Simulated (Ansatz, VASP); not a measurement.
**One calculation of Ge, two programs**

```xyz
2
Lattice="0.0000 2.8099 2.8099 2.8099 0.0000 2.8099 2.8099 2.8099 0.0000" Properties=species:S:1:pos:R:3 pbc="T T T"
Ge    4.2149    4.2149    4.2149
Ge    2.8099    2.8099    2.8099
```

Alike in both runs: task single point; functional RPBE; k mesh 8 × 8 × 8; occupations fermi-dirac, width 0.05 eV; no spin polarisation.

```csv
,VASP,Ansatz
version,VASP 6.6.1,Ansatz 0.2.0
potentials or method,"VASP PAW PBE potentials, release 64 (Ge_d)",Ansatz PAW
plane-wave cutoff (eV),520,420
valence electrons in the cell,28,28
```

```tsv
	VASP	Ansatz	Ansatz less VASP
gap on the k mesh at the Fermi level (eV)	0.33	0.32	-0.009
least direct gap on the mesh (eV)	0.34	0.32	-0.015
pressure (GPa)	6.9	7.1	+0.18
```

VASP's potentials were made for PBE, not for RPBE.
